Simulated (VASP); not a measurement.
Crystal: SiNi3.

```
CELL_PARAMETERS angstrom
3.46478 0.00000 0.00000
0.00000 3.46478 0.00000
0.00000 0.00000 3.46478
ATOMIC_POSITIONS crystal
Si 0.00000 0.00000 0.00000
Ni 0.00000 0.50000 0.50000
Ni 0.50000 0.00000 0.50000
Ni 0.50000 0.50000 0.00000
```

Base run:

| Item | Value |
| --- | --- |
| Program | VASP 6.6.1 |
| Functional | PBE |
| Potentials or basis | VASP PAW PBE potentials, release 64 (Si, Ni) |
| Cutoff | 520 eV |
| k mesh | 8 × 8 × 8 |
| Occupations | fermi-dirac, width 0.02 eV |
| Spin | no spin polarisation |

Its results: band gap on the k mesh zero (bands 17 and 18 overlap by 0.25 eV); pressure 8.2 GPa.

**Question.** The run is repeated on the same cell with these changes: functional from PBE to r2SCAN. What comes out?

**Answer.** Band gap on the k mesh zero (bands 17 and 18 overlap by 0.28 eV); pressure 0.3 GPa.

Caveats: the cell stands under pressure (at least some runs); the PAW data sets were made with another functional, which shifts forces and pressure a little (at least some runs).
